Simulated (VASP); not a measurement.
# Sn2F (P6/mmm) in VASP: single point with PBE

Aim: the single point of Sn2F with PBE.

Program: VASP 6.6.1. These are calculated values, not measurements. Logs are shortened: lines on timing, memory, paths and dates and some standing lists are left out, and cuts for length are marked.

### 1 The cell of the first run

The structure is hexagonal, space group P6/mmm (No. 191). Conventional cell: a = 5.011 Å, b = 5.011 Å, c = 3.139 Å, α = 90.00°, β = 90.00°, γ = 120.00°. Within 3.8 Å of Sn (site symmetry -6m2) lie 3 F at 2.89 Å and 5 Sn at 2.89 to 3.14 Å. F (site symmetry 6/mmm) has 6 Sn at 2.89 Å and 2 F at 3.14 Å within 3.8 Å.

### 2 Single point, PBE

Contents of INCAR:

```
PREC = Accurate ; ENCUT = 600
EDIFF = 1E-6 ; ISMEAR = 0
SIGMA = 0.2 ; LREAL = F
LASPH = T ; NELM = 120
ALGO = Normal ; ISIF = 2
LWAVE = F ; LCHARG = F
GGA = PE ; NBANDS = 44
GGA_COMPAT = F
```

Contents of KPOINTS:

```
Automatic mesh
0
Gamma
  8 4 4
```

Contents of POSCAR:

```
Sn2F
1.0
    0.0000000000      0.0000000000      3.1386426416
    5.0106860566      0.0000000000      0.0000000000
    0.0000000000      8.6787628308      0.0000000000
Sn F
4 2
Direct
    0.0000000000      0.0000000000      0.3333333333
    0.0000000000      0.5000000000      0.8333333333
    0.0000000000      0.5000000000      0.1666666667
    0.0000000000      0.0000000000      0.6666666667
    0.0000000000      0.5000000000      0.5000000000
    0.0000000000      0.0000000000      0.0000000000
```

Potentials or basis: VASP PAW PBE potentials, release 64 (Sn_d, F).

The run is started by

```sh
$ cat potpaw_PBE.64/Sn_d/POTCAR potpaw_PBE.64/F/POTCAR > POTCAR
$ mpirun -np 1 vasp_std > vasp.out
```

OUTCAR:

```text
PREC = Accurate
   ENCUT = 600
   EDIFF = 1E-6
   ISMEAR = 0
   LREAL = F
   LASPH = T
   NELM = 120
   ISIF = 2
   GGA = PE

 ion  position               nearest neighbor table
   1  0.000  0.000  0.333-   3 2.89   3 2.89   4 2.89
   2  0.000  0.500  0.833-   4 2.89   4 2.89   3 2.89
   3  0.000  0.500  0.167-   1 2.89   1 2.89   2 2.89
   4  0.000  0.000  0.667-   2 2.89   2 2.89   1 2.89
   5  0.000  0.500  0.500-
   6  0.000  0.000  0.000-

  LATTYP: Found a simple orthorhombic cell.
 ALAT       =     3.1386426416
 B/A-ratio  =     1.5964500036
 C/A-ratio  =     2.7651325180

  Lattice vectors:

 A1 = (   0.0000000000,   0.0000000000,   3.1386426416)
 A2 = (   5.0106860566,   0.0000000000,   0.0000000000)
 A3 = (   0.0000000000,   8.6787628308,   0.0000000000)

Analysis of symmetry for initial positions (statically):
=====================================================================
 Subroutine PRICEL returns following result:

  LATTYP: Found a hexagonal cell.
 ALAT       =     5.0106860566
 C/A-ratio  =     0.6263898009

  Lattice vectors:

 A1 = (  -5.0106860566,   0.0000000000,   0.0000000000)
 A2 = (   2.5053430283,  -4.3393814154,   0.0000000000)
 A3 = (   0.0000000000,   0.0000000000,   3.1386426416)

   2 primitive cells build up your supercell.

 Routine SETGRP: Setting up the symmetry group for a
 simple orthorhombic supercell.

 Subroutine GETGRP returns: Found  8 space group operations
 (whereof  8 operations were pure point group operations)
 out of a pool of  8 trial point group operations.

The static configuration has the point symmetry D_2h.

Analysis of symmetry for dynamics (positions and initial velocities):
=====================================================================
 Subroutine PRICEL returns following result:

  LATTYP: Found a hexagonal cell.
 ALAT       =     5.0106860566
 C/A-ratio  =     0.6263898009

  Lattice vectors:

 A1 = (  -5.0106860566,   0.0000000000,   0.0000000000)
 A2 = (   2.5053430283,  -4.3393814154,   0.0000000000)
 A3 = (   0.0000000000,   0.0000000000,   3.1386426416)

   2 primitive cells build up your supercell.

 Routine SETGRP: Setting up the symmetry group for a
 simple orthorhombic supercell.

 Subroutine GETGRP returns: Found  8 space group operations
 (whereof  8 operations were pure point group operations)
 out of a pool of  8 trial point group operations.

The dynamic configuration has the point symmetry D_2h.

 Subroutine INISYM returns: Found  8 space group operations
 (whereof  8 operations are pure point group operations),
 and found     2 'primitive' translations

----------------------------------------------------------------------------------------

                                     Primitive cell

  volume of cell :      68.2444

  direct lattice vectors                    reciprocal lattice vectors
    -5.010686057  0.000000000  0.000000000    -0.199573469 -0.115223796  0.000000000
     2.505343028 -4.339381415  0.000000000     0.000000000 -0.230447592  0.000000000
     0.000000000  0.000000000  3.138642642     0.000000000  0.000000000  0.318609066

  length of vectors
     5.010686057  5.010686057  3.138642642     0.230447592  0.230447592  0.318609066

  position of ions in fractional coordinates (direct lattice)
     0.666666667  0.333333333  0.000000000
     0.333333333  0.666666667  0.000000000
     0.000000000  0.000000000  0.000000000

  ion indices of the primitive-cell ions
   primitive index   ion index
                 1           1
                 2           4
                 3           6

----------------------------------------------------------------------------------------

 KPOINTS: Automatic mesh

Automatic generation of k-mesh.
 Grid dimensions read from file:
 generate k-points for:    8    4    4

 Generating k-lattice:

  Cartesian coordinates                     Fractional coordinates (reciprocal lattice)
     0.000000000  0.000000000  0.039826133     0.125000000  0.000000000  0.000000000
     0.049893367  0.000000000  0.000000000     0.000000000  0.250000000  0.000000000
     0.000000000  0.028805949  0.000000000     0.000000000  0.000000000  0.250000000

  Length of vectors
     0.039826133  0.049893367  0.028805949

  Shift w.r.t. Gamma in fractional coordinates (k-lattice)
     0.000000000  0.000000000  0.000000000

 Subroutine IBZKPT returns following result:
 ===========================================

 Found     45 irreducible k-points:

 Following reciprocal coordinates:
            Coordinates               Weight
  0.000000  0.000000  0.000000      1.000000
  0.125000  0.000000  0.000000      2.000000
  0.250000  0.000000  0.000000      2.000000
  0.375000  0.000000  0.000000      2.000000
  0.500000  0.000000  0.000000      1.000000
  0.000000  0.250000  0.000000      2.000000
[... 16 lines left out ...]
  0.250000  0.250000  0.250000      8.000000
  0.375000  0.250000  0.250000      8.000000
 [... further k-points ...]
   k-points           NKPTS =     45   k-points in BZ     NKDIM =     45   number of bands    NBANDS=     44
   number of dos      NEDOS =    301   number of ions     NIONS =      6
   total plane-waves  NPLWV =  78400
   dimension x,y,z NGX =    28 NGY =   40 NGZ =   70
   dimension x,y,z NGXF=    56 NGYF=   80 NGZF=  140
   ions per type =               4   2
   NGX,Y,Z   is equivalent  to a cutoff of  14.83, 13.27, 13.41 a.u.
   NGXF,Y,Z  is equivalent  to a cutoff of  29.66, 26.54, 26.82 a.u.
 SYSTEM =  unknown system
   PREC   = accura    normal or accurate (medium, high low for compatibility)
   ISTART =      0    job   : 0-new  1-cont  2-samecut
   ICHARG =      2    charge: 1-file 2-atom 10-const
   ISPIN  =      1    spin polarized calculation?
   LNONCOLLINEAR =      F non collinear calculations
   LSORBIT =      F    spin-orbit coupling
   LASPH  =      T    aspherical Exc in radial PAW
   ENCUT  =  600.0 eV  44.10 Ry    6.64 a.u.   6.27 10.01 17.33*2*pi/ulx,y,z
   NELM   =    120;   NELMIN=  2; NELMDL= -5     # of ELM steps
   EDIFF  = 0.1E-05   stopping-criterion for ELM
   LREAL  =      F    real-space projection
[... 7 lines left out ...]
   TEBEG  =    0.0;   TEEND  =   0.0 temperature during run
   PSTRESS=    0.0 pullay stress
   NELECT =      70.0000    total number of electrons
   NUPDOWN=      -1.0000    fix difference up-down
   EMIN   =  10.00;   EMAX   =-10.00  energy-range for DOS
   EFERMI =   0.00;   METHOD = LEGACY
   ISMEAR =     0;   SIGMA  =   0.20  broadening in eV -4-tet -1-fermi 0-gaus
   EFERMI_NEDOS =   21; number of points for ismear=-14 and -15
   IALGO  =     38    algorithm
   IMIX   =      4    mixing-type and parameters
     AMIX     =   0.40;   BMIX     =  1.00
     AMIX_MAG =   1.60;   BMIX_MAG =  1.00
  volume/ion in A,a.u.               =      22.75       153.51
  Fermi-wavevector in a.u.,A,eV,Ry     =   1.310414  2.476324 23.363721  1.717185
  Thomas-Fermi vector in A             =   2.440946
   LORBIT       =      0    0 simple, 1 ext, 2 COOP (PROOUT), +10 PAW based schemes
   GGA     = PE    functional components
   LHFCALC =     F    Hartree Fock is set to
   AEXX    =    0.0000 exact exchange contribution
   IVDW    =     0    specifies the selected vdW correction
   LEPSILON=     F    determine dielectric tensor
   LRPA    =     F    only Hartree local field effects (RPA)
 non-spin polarized calculation
 Gauss-broadening in eV      SIGMA  =   0.20
  energy-cutoff  :      600.00
  volume of cell :      136.49
 maximum number of plane-waves:      4580
 NGX is ok and might be reduce to    28
   NGX = 13   NGY = 21   NGZ = 35

 number of electron      70.0000017 magnetization

 Free energy of the ion-electron system (eV)
  ---------------------------------------------------
  ext. energy  EPLUGINS =         0.00000000
  ---------------------------------------------------
  free energy    TOTEN  =       -23.16894304 eV

  energy without entropy =      -23.11810949  energy(sigma->0) =      -23.14352627

 E-fermi :   5.6972     XC(G=0):  -9.8046

 val. band max:        5.6708502972   @ k =   0.3750   0.5000   0.2500
 cond. band min:       5.7213727470   @ k =   0.0000   0.2500   0.0000
 fundamental gap:      0.0505224497
 Fermi energy:         5.6971865160

 k-point     1 :       0.0000    0.0000    0.0000
  band No.  band energies     occupation
      1     -16.1071      2.00000
      2     -16.0544      2.00000
      3     -15.9703      2.00000
      4     -15.9326      2.00000
      5     -15.9073      2.00000
      6     -15.8419      2.00000
[... 36 lines left out ...]
     43      13.4739      0.00000
     44      14.0933      0.00000

 k-point     2 :       0.1250    0.0000    0.0000
  band No.  band energies     occupation
      1     -16.0812      2.00000
      2     -16.0462      2.00000
      3     -15.9373      2.00000
      4     -15.9308      2.00000
      5     -15.8760      2.00000
      6     -15.8405      2.00000
[... 36 lines left out ...]
     43      11.3895      0.00000
     44      13.8936      0.00000

 k-point     3 :       0.2500    0.0000    0.0000
  band No.  band energies     occupation
      1     -16.0276      2.00000
      2     -16.0221      2.00000
      3     -15.9263      2.00000
      4     -15.8622      2.00000
      5     -15.8376      2.00000
      6     -15.8375      2.00000
[... 36 lines left out ...]
     43      11.8190      0.00000
     44      12.0547      0.00000

 k-point     4 :       0.3750    0.0000    0.0000
  band No.  band energies     occupation
      1     -16.0103      2.00000
      2     -15.9675      2.00000
      3     -15.9217      2.00000
      4     -15.8517      2.00000
      5     -15.8421      2.00000
      6     -15.8415      2.00000
[... 882 lines left out ...]
     43      12.5527      0.00000
     44      12.6013      0.00000

 k-point    23 :       0.2500    0.2500    0.2500
  band No.  band energies     occupation
      1     -16.0636      2.00000
      2     -15.9815      2.00000
      3     -15.9023      2.00000
      4     -15.8899      2.00000
      5     -15.8867      2.00000
      6     -15.8773      2.00000
[... 36 lines left out ...]
     43      11.0185      0.00000
     44      13.2233      0.00000

 k-point    24 :       0.3750    0.2500    0.2500
  band No.  band energies     occupation
      1     -16.0490      2.00000
      2     -15.9482      2.00000
      3     -15.8855      2.00000
      4     -15.8631      2.00000
      5     -15.8591      2.00000
      6     -15.8554      2.00000
[... 36 lines left out ...]
     43      11.4038      0.00000
     44      11.6429      0.00000

 [... further k-points ...]
[... 5 lines left out ...]
  --------------------------------------------------------------------------------------
  -------------------------------------------------------------------------------------
  Total        0.1839824      0.3732861     -0.7605450      0.0000000      0.0000000     -0.0000000
  in kB        2.1596823      4.3818294     -8.9276803      0.0000000      0.0000000     -0.0000000
  external PRESSURE =      -0.7953895 kB  Pullay stress =       0.0000000 kB

 VOLUME and BASIS-vectors are now :
 -----------------------------------------------------------------------------
  energy-cutoff  :      600.00
  volume of cell :      136.49
      direct lattice vectors                 reciprocal lattice vectors
     0.000000000  0.000000000  3.138642642     0.000000000  0.000000000  0.318609066
     5.010686057  0.000000000  0.000000000     0.199573469  0.000000000  0.000000000
     0.000000000  8.678762831  0.000000000     0.000000000  0.115223796  0.000000000

 POSITION                                       TOTAL-FORCE (eV/Angst)
 -----------------------------------------------------------------------------------
      0.00000      2.89292      0.00000        -0.000000      0.011470     -0.000000
      2.50534      7.23230      0.00000         0.000000      0.011470     -0.000000
      2.50534      1.44646      0.00000         0.000000     -0.011470     -0.000000
      0.00000      5.78584      0.00000        -0.000000     -0.011470      0.000000
      2.50534      4.33938      0.00000         0.000000      0.000000      0.000000
      0.00000      0.00000      0.00000        -0.000000     -0.000000      0.000000
 -----------------------------------------------------------------------------------
    total drift:                                0.000000      0.000000     -0.000000

  FREE ENERGIE OF THE ION-ELECTRON SYSTEM (eV)
  ---------------------------------------------------
  free  energy   TOTEN  =       -23.1689430427 eV

  energy  without entropy=      -23.1181094917  energy(sigma->0) =      -23.14352627
```

It took 12 min on 1 thread of Intel Xeon 8259CL, shared host; peak memory 0.42 GiB.

What came out:

```yaml
Free_energy: -23.1689 eV
Pressure: -0.1 GPa
Largest_force: 0.011 eV/Å
Band_gap_on_the_k_mesh: zero (band 35 reaches 7.81 eV, above the bottom of band 36 at 4.05 eV)
```

Forces on the atoms (eV/Å):
```
Sn   0.000  0.011  0.000
Sn   0.000  0.011  0.000
Sn   0.000 -0.011  0.000
Sn   0.000 -0.011  0.000
F    0.000  0.000  0.000
F    0.000  0.000  0.000
```

Stress tensor (GPa, compression positive):
```
 0.22  0.00  0.00
 0.00  0.44  0.00
 0.00  0.00 -0.89
```

Caveat: spin-orbit coupling is left out, which moves the levels of the heavy elements.
